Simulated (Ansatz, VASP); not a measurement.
## Two plane-wave programs on Se

File POSCAR:

```
Se
1.0
    4.3662000000      0.0000000000      0.0000000000
   -2.1831000000      3.7812401180      0.0000000000
    0.0000000000      0.0000000000      4.9536000000
Se
3
Direct
    0.7746000000      0.7746000000      0.0000000000
    0.0000000000      0.2254000000      0.6666666667
    0.2254000000      0.0000000000      0.3333333333
```

INCAR.step1

```
SYSTEM = Se
PREC     = Accurate       ! precision mode
ENCUT    = 440            ! plane-wave cutoff, eV
EDIFF    = 1E-5           ! SCF threshold, eV
ISMEAR   = 1              ! smearing method
SIGMA    = 0.1            ! smearing width, eV
LREAL    = .FALSE.        ! projectors in reciprocal space
LASPH    = .TRUE.         ! aspherical terms in the spheres
NELM     = 120            ! most SCF steps
ALGO     = Normal         ! electronic algorithm
ISIF     = 2              ! what is computed and relaxed
LWAVE    = .TRUE.         ! write WAVECAR
LCHARG   = .FALSE.        ! write CHGCAR
GGA      = PE             ! functional
NBANDS   = 16             ! bands
GGA_COMPAT= .FALSE.
```

The input INCAR.step2:

```
SYSTEM = Se
PREC     = Accurate       ! precision mode
ENCUT    = 440            ! plane-wave cutoff, eV
EDIFF    = 1E-6           ! SCF threshold, eV
ISMEAR   = 1              ! smearing method
SIGMA    = 0.1            ! smearing width, eV
LREAL    = .FALSE.        ! projectors in reciprocal space
LASPH    = .TRUE.         ! aspherical terms in the spheres
NELM     = 120            ! most SCF steps
ALGO     = Normal         ! electronic algorithm
ISIF     = 2              ! what is computed and relaxed
LWAVE    = .FALSE.        ! write WAVECAR
LCHARG   = .FALSE.        ! write CHGCAR
METAGGA  = R2SCAN         ! meta-GGA
LHFCALC  = .TRUE.         ! exact exchange
AEXX     = 0.25           ! exact-exchange fraction
LMIXTAU  = .TRUE.       
PRECFOCK = Normal       
ISTART   = 1            
NBANDS   = 16             ! bands
GGA_COMPAT= .FALSE.
```

Contents of KPOINTS:

```
Automatic mesh
0
G
  5 5 4
  0 0 0
```

Contents of input.yaml:

```yaml
crystal:
  lattice: { a: 4.3662, b: 4.3662, c: 4.9536, alpha: 90.0, beta: 90.0, gamma: 120.0 }
  space_group: 152
  reduce_to_primitive: true
  atoms:
    - { symbol: Se, wyckoff: "3a", position: [0.7746, 0.7746, 0.0] }
hamiltonian:
  xc: r2scan0
  pseudopotentials: { kind: paw }
kpoints:
  mp_grid: { grid: [5, 5, 4] }
scf:
  occupations: { method: methfessel_paxton, width: 0.1 }
output:
  forces: true
  stress: true
  eigenvalues: true
  write_density: true
  write_potential: true
  elf: true
  volumetric_format: npy
```

Alike in both runs: functional r2SCAN0; k mesh 5 × 5 × 4; occupations methfessel-paxton of order 1, width 0.1 eV; no spin polarisation.

|  | VASP | Ansatz |
| --- | --- | --- |
| version | VASP 6.6.1 | Ansatz 0.2.0 |
| potentials or method | VASP PAW PBE potentials, release 64 (Se) | Ansatz PAW |
| plane-wave cutoff (eV) | 440 | 500 |
| valence electrons in the cell | 18 | 48 |
| task | single point | electron localisation function |

|  | VASP | Ansatz | Ansatz less VASP |
| --- | --- | --- | --- |
| gap on the k mesh at the Fermi level (eV) | 2.85 | 2.82 | -0.029 |
| least direct gap on the mesh (eV) | 2.94 | 2.92 | -0.016 |
| pressure (GPa) | -0.4 | -0.1 | +0.34 |
| traceless stress, the component that is largest in VASP (GPa) | -0.75 | -0.63 | +0.115 |
| rms of the force components (eV/Å) | 0.239 | 0.215 | -0.0245 |

VASP's potentials were made for PBE, not for r2SCAN0. Atom by atom the forces differ by 0.025 eV/Å (rms over components). VASP's potentials hold 18 valence electrons a cell and Ansatz's 48, so a difference there can come from the potentials and not from the codes.

Noted on Ansatz's run: odd divisions of the mesh miss points on the zone boundary, where band edges often lie, so the gap on the mesh can be too wide.
